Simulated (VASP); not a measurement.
Set up this calculation in VASP 6.6.1, as the native input.

```yaml
Task: relaxation of shape and atoms at fixed volume
Functional: PBE
Potentials_or_basis: VASP PAW PBE potentials, release 64 (Sb)
Cutoff: 600 eV
k_mesh: 12 × 12 × 12
Occupations: gaussian, width 0.1 eV
Spin: no spin polarisation
Dipole_correction: no
Further_INCAR_settings: ALGO = Normal; EDIFF = 1e-06; IBRION = 2; EDIFFG = -0.01; NSW = 50; ISIF = 4
```

The structure of Sb lies in POSCAR:

```
Sb
1.0
    2.1517319304      1.2423030092      3.7344283846
   -2.1517319304      1.2423030092      3.7344283846
    0.0000000000     -2.4846060185      3.7344283846
Sb
2
Direct
    0.2343367458      0.2343367458      0.2343367458
    0.7656632542      0.7656632542      0.7656632542
```

The input as run:

INCAR

```
PREC = Accurate ; ENCUT = 600
EDIFF = 1E-6 ; ISMEAR = 0
SIGMA = 0.1 ; LREAL = False
LASPH = True ; NELM = 100
ALGO = Normal ; ISIF = 4
LWAVE = False ; LCHARG = False
GGA = PE ; IBRION = 2
NSW = 50 ; EDIFFG = -0.01
```

KPOINTS

```
regular mesh
0
Gamma
  12 12 12
```

Potentials or basis: VASP PAW PBE potentials, release 64 (Sb).

The run is started by

```console
$ cat potpaw_PBE.64/Sb/POTCAR > POTCAR
$ mpirun -np 1 vasp_std > vasp.out
```

It gave:

```
Energy gained by relaxing : 2.6 meV/atom
Ionic steps               : 6
Pressure after relaxing   : 2.3 GPa
Band gap on the k mesh    : zero (bands 5 and 6 overlap by 0.23 eV)
```

Caveat: spin-orbit coupling is left out, which moves the levels of the heavy elements.

It took 5.8 min on 1 thread of Intel Xeon 8259CL (shared host), peak memory 0.29 GiB.
